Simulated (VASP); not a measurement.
# CuO (Tenorite) (C2/c) in VASP: a series of runs, part 3 of 3

VASP 6.6.1.

## (5) Single point, SVWN5

This run uses another cell than the first one, of 10.54 Å³/atom, 1.020 times its volume.

INCAR

```
PREC = Accurate
ENCUT = 520
EDIFF = 1E-6
ISMEAR = -1
SIGMA = 0.05
LREAL = False
LASPH = True
NELM = 80
ALGO = Normal
ISIF = 2
LWAVE = False
LCHARG = False
GGA = VW
NBANDS = 25
```

KPOINTS

```
Automatic mesh
0
Gamma
  10 10 5
```

POSCAR

```
CuO
1.0
    2.3726673498     -1.7338196878      0.0000000000
    2.3726673498      1.7338196878      0.0000000000
   -0.8612132810      0.0000000000      5.1244279405
Cu O
2 2
Direct
    0.5000000000      0.0000000000      0.5000000000
    0.0000000000      0.5000000000      0.0000000000
    0.4184000000      0.5816000000      0.7500000000
    0.5816000000      0.4184000000      0.2500000000
```

Potentials or basis: VASP PAW PBE potentials, release 64 (Cu, O).

Started as:

```bash
$ cat potpaw_PBE.64/Cu/POTCAR potpaw_PBE.64/O/POTCAR > POTCAR
$ mpirun -np 1 vasp_std > vasp.out
```

OUTCAR:

```text
PREC = Accurate
   ENCUT = 520
   EDIFF = 1E-6
   ISMEAR = -1
   LREAL = False
   LASPH = True
   NELM = 80
   ISIF = 2
   GGA = VW

 ion  position               nearest neighbor table
   1  0.500  0.000  0.500-   3 1.98   4 1.98   4 1.99   3 1.99
   2  0.000  0.500  0.000-   4 1.98   3 1.98   4 1.99   3 1.99
   3  0.418  0.582  0.750-   2 1.98   1 1.98   2 1.99   1 1.99
   4  0.582  0.418  0.250-   1 1.98   2 1.98   2 1.99   1 1.99

  LATTYP: Found a base centered monoclinic cell.
 ALAT       =     4.7453346996
 B/A-ratio  =     0.7307470590
 C/A-ratio  =     1.0950317057
 COS(beta)  =    -0.1657361228

  Lattice vectors:

 A1 = (   2.3726673498,  -1.7338196878,   0.0000000000)
 A2 = (   2.3726673498,   1.7338196878,   0.0000000000)
 A3 = (  -0.8612132810,   0.0000000000,   5.1244279405)

Analysis of symmetry for initial positions (statically):
=====================================================================
 Subroutine PRICEL returns:
 Original cell was already a primitive cell.

 Routine SETGRP: Setting up the symmetry group for a
 base centered monoclinic supercell.

 Subroutine GETGRP returns: Found  4 space group operations
[... 172 lines left out ...]

 val. band max:        4.7079908463   @ k =   0.5000   0.2000   0.4000
 cond. band min:       4.7203215153   @ k =   0.4000   0.2000   0.4000
 fundamental gap:      0.0123306690
 Fermi energy:         4.7108658580

 k-point     1 :       0.0000    0.0000    0.0000
  band No.  band energies     occupation
      1     -14.5514      2.00000
      2     -13.2653      2.00000
      3      -3.0993      2.00000
      4      -0.5866      2.00000
      5      -0.1902      2.00000
      6       1.5823      2.00000
[... 661 lines left out ...]
     24      17.6620      0.00000
     25      18.7928      0.00000

 [... further k-points ...]

------------------------ aborting loop because EDIFF is reached ----------------------------------------

  FORCE on cell =-STRESS in cart. coord.  units (eV):
  Direction    XX          YY          ZZ          XY          YZ          ZX
  --------------------------------------------------------------------------------------
  -------------------------------------------------------------------------------------
  Total       -4.2176429     -2.6070168     -4.9117398      0.0000000      0.0000000      0.2740355
  in kB     -160.2744217    -99.0691058   -186.6507589      0.0000000      0.0000000     10.4136075
  external PRESSURE =    -148.6647621 kB  Pullay stress =       0.0000000 kB

 VOLUME and BASIS-vectors are now :
 -----------------------------------------------------------------------------
  energy-cutoff  :      520.00
  volume of cell :       42.16
      direct lattice vectors                 reciprocal lattice vectors
     2.372667350 -1.733819688  0.000000000     0.210733291 -0.288380622  0.035415916
     2.372667350  1.733819688  0.000000000     0.210733291  0.288380622  0.035415916
    -0.861213281  0.000000000  5.124427941     0.000000000  0.000000000  0.195143733

 POSITION                                       TOTAL-FORCE (eV/Angst)
 -----------------------------------------------------------------------------------
      0.75573     -0.86691      2.56221        -0.000000      0.000000      0.000000
      1.18633      0.86691      0.00000        -0.000000      0.000000      0.000000
      1.72676      0.28296      3.84332         0.000000     -0.544945      0.000000
      2.15736     -0.28296      1.28111         0.000000      0.544945      0.000000
 -----------------------------------------------------------------------------------
    total drift:                                0.000000      0.000000     -0.000000

  FREE ENERGIE OF THE ION-ELECTRON SYSTEM (eV)
  ---------------------------------------------------
  free  energy   TOTEN  =       -22.9802324598 eV

  energy  without entropy=      -22.9603082602  energy(sigma->0) =      -22.97027036
```

OSZICAR:

```text
N       E                     dE             d eps       ncg     rms          rms(c)
DAV:   1     0.289165796179E+03    0.28917E+03   -0.16470E+04  7562   0.213E+03
DAV:   2     0.799831893957E+01   -0.28117E+03   -0.25959E+03  7171   0.392E+02
DAV:   3    -0.277239799866E+02   -0.35722E+02   -0.33576E+02  8775   0.154E+02
DAV:   4    -0.290051329925E+02   -0.12812E+01   -0.12733E+01  8808   0.313E+01
DAV:   5    -0.290264866688E+02   -0.21354E-01   -0.21341E-01  9278   0.361E+00    0.175E+01
DAV:   6    -0.271379515543E+02    0.18885E+01   -0.39366E+01  9876   0.158E+02    0.144E+01
DAV:   7    -0.229393519743E+02    0.41986E+01   -0.10889E+01  8560   0.117E+02    0.251E+00
DAV:   8    -0.230306950043E+02   -0.91343E-01   -0.15951E+00  7496   0.883E+00    0.158E+00
DAV:   9    -0.229832831126E+02    0.47412E-01   -0.59322E-02 10668   0.539E+00    0.390E-01
DAV:  10    -0.229814165446E+02    0.18666E-02   -0.10891E-02  9546   0.122E+00    0.319E-01
DAV:  11    -0.229802384638E+02    0.11781E-02   -0.48171E-03 10312   0.600E-01    0.523E-02
DAV:  12    -0.229802454581E+02   -0.69943E-05   -0.36710E-04  9090   0.234E-01    0.373E-02
DAV:  13    -0.229802331823E+02    0.12276E-04   -0.23352E-05 11016   0.777E-02    0.782E-03
DAV:  14    -0.229802324598E+02    0.72246E-06   -0.50264E-06  7859   0.208E-02
   1 F= -.22980232E+02 E0= -.22970270E+02  d E =-.199242E-01
```

Run time: 2.2 min. Hardware: 1 thread of Intel Xeon Platinum 8375C at 2.90GHz (Ice Lake), shared host; peak memory 0.23 GiB.

What came out:

| Quantity | Value |
| --- | --- |
| Free energy | -22.9802 eV |
| Pressure | -14.9 GPa |
| Largest force | 0.545 eV/Å |
| Band gap on the k mesh | zero (band 17 reaches 4.99 eV, above the bottom of band 18 at 4.39 eV) |

Forces on the atoms (eV/Å):
```
Cu   0.000  0.000  0.000
Cu   0.000  0.000  0.000
O    0.000 -0.545  0.000
O    0.000  0.545  0.000
```

Levels at points of the mesh, in eV from the Fermi level:
| k point | band 15 | band 16 | band 17 | band 18 | band 19 | band 20 |
| --- | --- | --- | --- | --- | --- | --- |
| (0.00, 0.00, 0.00) | -2.04 | -1.55 | 0.23 | 0.91 | 1.60 | 5.94 |
| (0.50, 0.00, 0.00) | -1.39 | -1.33 | 0.00 | 0.26 | 4.78 | 6.09 |
| (0.50, 0.50, 0.00) | -1.65 | -1.14 | -0.61 | 1.03 | 3.38 | 6.81 |

Caveat: the PAW data sets were made with another functional, which shifts forces and pressure a little; semilocal functionals often make such compounds metallic where correlation or magnetic order opens a gap, which also shifts bond lengths.

## (6) Single point, PBEsol+U

This run uses another cell than the first one, of 10.13 Å³/atom, 0.980 times its volume.

INCAR

```
  PREC = Accurate
  ENCUT = 520
  EDIFF = 1E-7
  ISMEAR = -1
  SIGMA = 0.05
  LREAL = F
  LASPH = T
  NELM = 150
  ALGO = Normal
  ISIF = 2
  LWAVE = F
  LCHARG = F
  LMAXMIX = 4
  LDAU = T
  LDAUTYPE = 2
  LDAUL = 2 -1
  LDAUU = 5 0
  LDAUJ = 0 0
  LDAUPRINT = 1
  GGA = PS
  NBANDS = 25
```

KPOINTS is that of step 5.

POSCAR

```
CuO
1.0
    2.3418500000     -1.7113000000      0.0000000000
    2.3418500000      1.7113000000      0.0000000000
   -0.8500274268      0.0000000000      5.0578693947
Cu O
2 2
Direct
    0.5000000000      0.0000000000      0.5000000000
    0.0000000000      0.5000000000      0.0000000000
    0.4184000000      0.5816000000      0.7500000000
    0.5816000000      0.4184000000      0.2500000000
```

Potentials or basis: VASP PAW PBE potentials, release 64 (Cu, O).

Started as:

```bash
$ cat potpaw_PBE.64/Cu/POTCAR potpaw_PBE.64/O/POTCAR > POTCAR
$ mpirun -np 1 vasp_std > vasp.out
```

Run time: 1.8 min. Hardware: 1 thread of Intel Xeon 6975P-C, shared host; peak memory 0.25 GiB.

The run converged. Its results:

| Quantity | Value |
| --- | --- |
| Free energy | -18.0458 eV |
| Pressure | -6.0 GPa |
| Largest force | 0.287 eV/Å |
| Band gap on the k mesh | zero (band 17 reaches 5.32 eV, above the bottom of band 18 at 4.66 eV) |

Forces in eV/Å, atoms in the order of the input:
```
Cu   0.000  0.000  0.000
Cu   0.000  0.000  0.000
O    0.000 -0.287  0.000
O    0.000  0.287  0.000
```

Stress tensor (GPa, compression positive):
```
-6.23  0.00  0.11
 0.00 -3.64  0.00
 0.11  0.00 -8.16
```

Levels at points of the mesh, in eV from the Fermi level:
```tsv
k point	band 13	band 14	band 15	band 16	band 17	band 18	band 19	band 20	band 21	band 22
(0.00, 0.00, 0.00)	-2.75	-2.73	-2.46	-2.31	0.24	0.99	1.91	6.44	8.42	13.84
(0.50, 0.00, 0.00)	-2.99	-2.33	-2.11	-1.78	0.07	0.33	5.31	6.76	7.28	11.43
(0.50, 0.50, 0.00)	-3.20	-3.11	-2.00	-1.96	-0.96	1.14	3.81	7.49	9.04	10.39
```

Eigenvalues of the final occupation matrices:
```csv
site,spin,trace,eigenvalues
site 1 d,1,4.65,0.79 0.95 0.97 0.97 0.98
site 1 d,2,4.65,0.79 0.95 0.97 0.97 0.98
site 2 d,1,4.65,0.79 0.95 0.97 0.97 0.98
site 2 d,2,4.65,0.79 0.95 0.97 0.97 0.98
```

Caveat: the PAW data sets were made with another functional, which shifts forces and pressure a little; U without spin polarisation on a metal has little footing.

## (7) Overview

```tsv
level	U	cell	gap on the mesh (eV)	pressure (GPa)	largest force (eV/Å)
BLYP	-	a = 2.920, b = 2.920, c = 5.163 Å, angles 97.7, 97.7, 72.3°, 4 atoms	none	9.5	0.24
SVWN5	-	a = 2.920, b = 2.920, c = 5.163 Å, angles 97.7, 97.7, 72.3°, 4 atoms	none	-12.1	0.49
BLYP	-	a = 2.939, b = 2.939, c = 5.196 Å, angles 97.7, 97.7, 72.3°, 4 atoms	none	5.9	0.30
SVWN5	-	a = 2.939, b = 2.939, c = 5.196 Å, angles 97.7, 97.7, 72.3°, 4 atoms	none	-14.9	0.54
PBEsol+U	Cu d U = 5.0 eV	a = 2.900, b = 2.900, c = 5.129 Å, angles 97.7, 97.7, 72.3°, 4 atoms	none	-6.0	0.29
```

Alike in all rows: task single point; potentials or basis VASP PAW PBE potentials, release 64 (Cu, O); no spin polarisation; k mesh 10 × 10 × 5; cutoff (eV) 520; smearing fermi-dirac 0.05 eV.

Caveats: the PAW data sets were made with another functional, which shifts forces and pressure a little; semilocal functionals often make such compounds metallic where correlation or magnetic order opens a gap, which also shifts bond lengths (some runs); U without spin polarisation on a metal has little footing (some runs).

Absolute energies hang on the potentials; compare differences alone.
